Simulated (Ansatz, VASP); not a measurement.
# Two plane-wave programs on Ti3W2

The input INCAR:

```
SYSTEM = Ti3W2
  PREC = Accurate
  ENCUT = 520
  EDIFF = 1E-6
  ISMEAR = 0
  SIGMA = 0.1
  LREAL = .FALSE.
  LASPH = .TRUE.
  NELM = 80
  ALGO = Normal
  ISIF = 2
  LWAVE = .FALSE.
  LCHARG = .FALSE.
  GGA = PE
  NBANDS = 40
```

The input KPOINTS:

```
regular mesh
0
G
  6 6 4
  0 0 0
```

POSCAR

```
Ti3W2
1.0
    4.1783723700      0.0000000000      0.0000000000
   -2.0891861900      3.6185766200      0.0000000000
    0.0000000000      0.0000000000      5.1534804200
Ti W
3 2
Direct
    0.0000000000      0.0000000000      0.0000000000
    0.3333333300      0.6666666700      0.6468302000
    0.6666666700      0.3333333300      0.3531698000
    0.3333333300      0.6666666700      0.1661255100
    0.6666666700      0.3333333300      0.8338744900
```

Input for Ansatz:

```yaml
crystal:
  lattice:
    - [4.17837237, 0.0, 0.0]
    - [-2.08918619, 3.61857662, 0.0]
    - [0.0, 0.0, 5.15348042]
  atoms:
    - { symbol: Ti, position: [0.0, 0.0, 0.0] }
    - { symbol: Ti, position: [0.33333333, 0.66666667, 0.6468302] }
    - { symbol: Ti, position: [0.66666667, 0.33333333, 0.3531698] }
    - { symbol: W, position: [0.33333333, 0.66666667, 0.16612551] }
    - { symbol: W, position: [0.66666667, 0.33333333, 0.83387449] }
basis:
  ecutwfc: 420
kpoints:
  mp_grid: { grid: [6, 6, 4] }
hamiltonian:
  xc: pbe
scf:
  occupations: { method: gaussian, width: 0.1 }
  lower_state_search: "off"
output:
  forces: true
  stress: true
  eigenvalues: true
```

Change from the starting cell: species swapped into the Al3Pt2 type (P-3m1, No. 164).

Alike in both runs: task single point; functional PBE; k mesh 6 × 6 × 4; occupations gaussian, width 0.1 eV; no spin polarisation.

|  | VASP | Ansatz |
| --- | --- | --- |
| version | VASP 6.6.1 | Ansatz 0.2.0 |
| potentials or method | VASP PAW PBE potentials, release 64 (Ti_sv, W_sv), cutoff 520 eV | scalar-relativistic, plane waves, PAW |
| valence electrons in the cell | 64 | 64 |

```tsv
	VASP	Ansatz	Ansatz less VASP
gap on the k mesh at the Fermi level (eV)	none	none	-
rms of the force components (eV/Å)	0.375	0.368	-0.0062
```

Atom by atom the forces differ by 0.006 eV/Å (rms over components). A gap of «none» marks a metal or a gap that the smearing closes.

Neither program's run includes spin-orbit coupling.
